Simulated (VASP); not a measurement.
# LiSb3 (Fm-3m) in VASP: further runs

Runs on LiSb3. Level: PBE. Tasks: single point.

Program: VASP 6.6.1. These are calculated values, not measurements. Logs are shortened: lines on timing, memory, paths and dates and some standing lists are left out, and cuts for length are marked.

### 1 The cell of the first run

Symmetry: Fm-3m, No. 225, cubic system. The conventional cell has a = 6.699 Å, b = 6.699 Å, c = 6.699 Å, α = 90.00°, β = 90.00°, γ = 90.00°. Within 3.8 Å of Li (site symmetry m-3m) lie 14 Sb at 2.90 to 3.35 Å. Within 3.8 Å of Sb (site symmetry m-3m) lie 8 Sb at 2.90 Å and 6 Li at 3.35 Å. Sb (site symmetry -43m) has 4 Li at 2.90 Å and 10 Sb at 2.90 to 3.35 Å within 3.8 Å.

### 2 Single point, PBE

File INCAR:

```
ALGO = Normal
EDIFF = 1E-6
ENCUT = 750
GGA = PE
GGA_COMPAT = F
ISIF = 2
ISMEAR = 1
LASPH = T
LCHARG = T
LELF = T
LREAL = F
LVHAR = T
LWAVE = F
NBANDS = 17
NELM = 120
PREC = Accurate
SIGMA = 0.02
```

File KPOINTS:

```
k-points
0
Gamma
  5 5 5
```

File POSCAR:

```
LiSb3
1.0
    0.0000000000      3.3496177964      3.3496177964
    3.3496177964      0.0000000000      3.3496177964
    3.3496177964      3.3496177964      0.0000000000
Li Sb
1 3
Direct
    0.0000000000      0.0000000000      0.0000000000
    0.5000000000      0.5000000000      0.5000000000
    0.2500000000      0.2500000000      0.2500000000
    0.7500000000      0.7500000000      0.7500000000
```

Potentials or basis: VASP PAW PBE potentials, release 64 (Li_sv, Sb).

The run is started by

```sh
cat potpaw_PBE.64/Li_sv/POTCAR potpaw_PBE.64/Sb/POTCAR > POTCAR
mpirun -np 1 vasp_std > vasp.out
```

OUTCAR:

```text
EDIFF = 1E-6
   ENCUT = 750
   GGA = PE
   ISIF = 2
   ISMEAR = 1
   LASPH = T
   LREAL = F
   NELM = 120
   PREC = Accurate

 ion  position               nearest neighbor table
   1  0.000  0.000  0.000-   4 2.90   4 2.90   4 2.90   3 2.90   4 2.90   3 2.90   3 2.90   3 2.90

   2  0.500  0.500  0.500-   3 2.90   3 2.90   3 2.90   3 2.90   4 2.90   4 2.90   4 2.90   4 2.90

   3  0.250  0.250  0.250-   1 2.90   1 2.90   1 2.90   1 2.90   2 2.90   2 2.90   2 2.90   2 2.90
                             4 3.35   4 3.35   4 3.35   4 3.35   4 3.35   4 3.35
   4  0.750  0.750  0.750-   2 2.90   2 2.90   2 2.90   1 2.90   2 2.90   1 2.90   1 2.90   1 2.90
                             3 3.35   3 3.35   3 3.35   3 3.35   3 3.35   3 3.35

  LATTYP: Found a face centered cubic cell.
 ALAT       =     6.6992355928

  Lattice vectors:

 A1 = (   0.0000000000,   3.3496177964,   3.3496177964)
 A2 = (   3.3496177964,   0.0000000000,   3.3496177964)
 A3 = (   3.3496177964,   3.3496177964,   0.0000000000)

Analysis of symmetry for initial positions (statically):
=====================================================================
 Subroutine PRICEL returns:
 Original cell was already a primitive cell.

 Routine SETGRP: Setting up the symmetry group for a
 face centered cubic supercell.

 Subroutine GETGRP returns: Found 48 space group operations
 (whereof 48 operations were pure point group operations)
 out of a pool of 48 trial point group operations.

The static configuration has the point symmetry O_h .

Analysis of symmetry for dynamics (positions and initial velocities):
=====================================================================
 Subroutine PRICEL returns:
 Original cell was already a primitive cell.

 Routine SETGRP: Setting up the symmetry group for a
 face centered cubic supercell.

 Subroutine GETGRP returns: Found 48 space group operations
 (whereof 48 operations were pure point group operations)
 out of a pool of 48 trial point group operations.

The dynamic configuration has the point symmetry O_h .

 Subroutine INISYM returns: Found 48 space group operations
 (whereof 48 operations are pure point group operations),
 and found     1 'primitive' translations

----------------------------------------------------------------------------------------

                                     Primitive cell

  volume of cell :      75.1650
[... 78 lines left out ...]
   EDIFF  = 0.1E-05   stopping-criterion for ELM
   LREAL  =      F    real-space projection
   EDIFFG = 0.1E-04   stopping-criterion for IOM
   NSW    =      0    number of steps for IOM
   IBRION =     -1    ionic relax: 0-MD 1-quasi-New 2-CG
   NFREE  =      0    steps in history (QN), initial steepest desc. (CG)
   ISIF   =      2    stress and relaxation
   ISYM   =      2    0-nonsym 1-usesym 2-fastsym
   POTIM  = 0.5000    time-step for ionic-motion
   TEBEG  =    0.0;   TEEND  =   0.0 temperature during run
   PSTRESS=    0.0 pullay stress
   NELECT =      18.0000    total number of electrons
   NUPDOWN=      -1.0000    fix difference up-down
   EMIN   =  10.00;   EMAX   =-10.00  energy-range for DOS
   EFERMI =   0.00;   METHOD = LEGACY
   ISMEAR =     1;   SIGMA  =   0.02  broadening in eV -4-tet -1-fermi 0-gaus
   EFERMI_NEDOS =   21; number of points for ismear=-14 and -15
   IALGO  =     38    algorithm
   IMIX   =      4    mixing-type and parameters
     AMIX     =   0.40;   BMIX     =  1.00
     AMIX_MAG =   1.60;   BMIX_MAG =  1.00
  volume/ion in A,a.u.               =      18.79       126.81
  Fermi-wavevector in a.u.,A,eV,Ry     =   1.016624  1.921141 14.061956  1.033525
  Thomas-Fermi vector in A             =   2.149978
   LORBIT       =      0    0 simple, 1 ext, 2 COOP (PROOUT), +10 PAW based schemes
   GGA     = PE    functional components
   LHFCALC =     F    Hartree Fock is set to
   AEXX    =    0.0000 exact exchange contribution
   IVDW    =     0    specifies the selected vdW correction
   LEPSILON=     F    determine dielectric tensor
   LRPA    =     F    only Hartree local field effects (RPA)
 non-spin polarized calculation
 Methfessel and Paxton  Order N= 1 SIGMA  =   0.02
  energy-cutoff  :      750.00
  volume of cell :       75.17
 maximum number of plane-waves:      3523
 NGX is ok and might be reduce to    42
   NGX = 21   NGY = 21   NGZ = 21

 number of electron      18.0000001 magnetization

 Free energy of the ion-electron system (eV)
  ---------------------------------------------------
  ext. energy  EPLUGINS =         0.00000000
  ---------------------------------------------------
  free energy    TOTEN  =       -12.17229878 eV

  energy without entropy =      -12.17131281  energy(sigma->0) =      -12.17197012

 E-fermi :  10.6719     XC(G=0): -10.8505

 val. band max:       10.6689913723   @ k =   0.4000   0.2000   0.0000
 cond. band min:      10.7982651826   @ k =  -0.4000   0.2000   0.0000
 fundamental gap:      0.1292738103
 Fermi energy:        10.6719494841

 k-point     1 :       0.0000    0.0000    0.0000
  band No.  band energies     occupation
      1     -36.0071      2.00000
      2      -3.9264      2.00000
      3       3.7039      2.00000
      4       5.7545      2.00000
      5       7.2252      2.00000
      6       7.2252      2.00000
[... 177 lines left out ...]
      4       0.5743      2.00000
      5       3.9546      2.00000
      6       6.6119      2.00000
[... 9 lines left out ...]
     16      17.5844      0.00000
     17      17.8924      0.00000

------------------------ aborting loop because EDIFF is reached ----------------------------------------

  FORCE on cell =-STRESS in cart. coord.  units (eV):
  Direction    XX          YY          ZZ          XY          YZ          ZX
  --------------------------------------------------------------------------------------
  -------------------------------------------------------------------------------------
  Total       14.1991887     14.1991887     14.1991887      0.0000000     -0.0000000     -0.0000000
  in kB      302.6623157    302.6623157    302.6623157      0.0000000     -0.0000000     -0.0000000
  external PRESSURE =     302.6623157 kB  Pullay stress =       0.0000000 kB

 VOLUME and BASIS-vectors are now :
 -----------------------------------------------------------------------------
  energy-cutoff  :      750.00
  volume of cell :       75.17
      direct lattice vectors                 reciprocal lattice vectors
     0.000000000  3.349617796  3.349617796    -0.149270762  0.149270762  0.149270762
     3.349617796  0.000000000  3.349617796     0.149270762 -0.149270762  0.149270762
     3.349617796  3.349617796  0.000000000     0.149270762  0.149270762 -0.149270762

 POSITION                                       TOTAL-FORCE (eV/Angst)
 -----------------------------------------------------------------------------------
      0.00000      0.00000      0.00000        -0.000000      0.000000     -0.000000
      3.34962      3.34962      3.34962        -0.000000      0.000000     -0.000000
      1.67481      1.67481      1.67481         0.000000     -0.000000     -0.000000
      5.02443      5.02443      5.02443         0.000000      0.000000      0.000000
 -----------------------------------------------------------------------------------
    total drift:                               -0.000000     -0.000000      0.000000

  FREE ENERGIE OF THE ION-ELECTRON SYSTEM (eV)
  ---------------------------------------------------
  free  energy   TOTEN  =       -12.1722987796 eV

  energy  without entropy=      -12.1713128104  energy(sigma->0) =      -12.17197012
```

OSZICAR:

```text
N       E                     dE             d eps       ncg     rms          rms(c)
DAV:   1     0.931877111246E+02    0.93188E+02   -0.77396E+03   340   0.122E+03
DAV:   2    -0.657723785130E+01   -0.99765E+02   -0.95509E+02   450   0.198E+02
DAV:   3    -0.119880767292E+02   -0.54108E+01   -0.53117E+01   474   0.437E+01
DAV:   4    -0.122405225024E+02   -0.25245E+00   -0.25176E+00   469   0.821E+00
DAV:   5    -0.122441194103E+02   -0.35969E-02   -0.35965E-02   483   0.105E+00    0.539E+00
DAV:   6    -0.121933100995E+02    0.50809E-01   -0.28519E-02   379   0.839E-01    0.321E+00
DAV:   7    -0.121730851569E+02    0.20225E-01   -0.31966E-02   422   0.782E-01    0.208E-01
DAV:   8    -0.121722775812E+02    0.80758E-03   -0.39417E-03   411   0.356E-01    0.115E-01
DAV:   9    -0.121723022472E+02   -0.24666E-04   -0.29393E-04   457   0.974E-02    0.294E-02
DAV:  10    -0.121722984947E+02    0.37525E-05   -0.13539E-05   445   0.231E-02    0.577E-03
DAV:  11    -0.121722987796E+02   -0.28491E-06   -0.24516E-06   409   0.850E-03
   1 F= -.12172299E+02 E0= -.12171970E+02  d E =-.985969E-03
```

stdout:

```text
POSCAR found type information on POSCAR LiSb
 POSCAR found :  2 types and       4 ions
 scaLAPACK will be used
 LDA part: xc-table for (Slater+PW92), standard interpolation
 POSCAR, INCAR and KPOINTS ok, starting setup
 FFT: planning ... GRIDC
 FFT: planning ... GRID_SOFT
 FFT: planning ... GRID
 WAVECAR not read
 entering main loop
```

Wall time 59 s (1 thread of Intel Xeon 8259CL, shared host); peak memory 0.25 GiB.

Results:

- Free energy: -12.1723 eV
- Pressure: 30.3 GPa
- Band gap on the k mesh: zero (bands 9 and 10 overlap by 4.27 eV)

Caveat: the cell stands under pressure; spin-orbit coupling is left out, which moves the levels of the heavy elements.

### 3 Single point, PBE

This run uses another cell than the first one, of 20.13 Å³/atom.

File INCAR:

```
SYSTEM = LiSb3
PREC = Accurate
ENCUT = 750
EDIFF = 1E-6
ISMEAR = 1
SIGMA = 0.02
LREAL = .FALSE.
LASPH = .TRUE.
NELM = 120
ALGO = Normal
ISIF = 2
LWAVE = .FALSE.
LCHARG = .FALSE.
GGA = PE
NBANDS = 17
GGA_COMPAT = .FALSE.
```

File KPOINTS:

```
regular mesh
0
G
  5 5 5
  0 0 0
```

File POSCAR:

```
LiSb3
1.0
    0.0000000000      3.4274818304      3.4274818304
    3.4274818304      0.0000000000      3.4274818304
    3.4274818304      3.4274818304      0.0000000000
Li Sb
1 3
Direct
    0.0000000000      0.0000000000      0.0000000000
    0.5000000000      0.5000000000      0.5000000000
    0.2500000000      0.2500000000      0.2500000000
    0.7500000000      0.7500000000      0.7500000000
```

Potentials or basis: VASP PAW PBE potentials, release 64 (Li_sv, Sb).

The run is started by

```sh
cat potpaw_PBE.64/Li_sv/POTCAR potpaw_PBE.64/Sb/POTCAR > POTCAR
mpirun -np 1 vasp_std > vasp.out
```

It took 72 s on 1 thread of Intel Xeon 8259CL, shared host; peak memory 0.32 GiB.

Results (log left out):

* Free energy: -13.0077 eV
* Pressure: 20.1 GPa
* Band gap on the k mesh: zero (bands 9 and 10 overlap by 3.98 eV)

Levels at points of the mesh, in eV from the Fermi level:
```csv
k point,band 5,band 6,band 7,band 8,band 9,band 10,band 11,band 12,band 13,band 14
"(0.00, 0.00, 0.00)",-3.15,-3.15,-3.15,-2.92,-2.92,-2.92,0.38,0.38,0.38,3.54
```

Caveat: the cell stands under pressure; spin-orbit coupling is left out, which moves the levels of the heavy elements.

The gap in the log of VASP goes by the Fermi energy; the results here count the filled bands.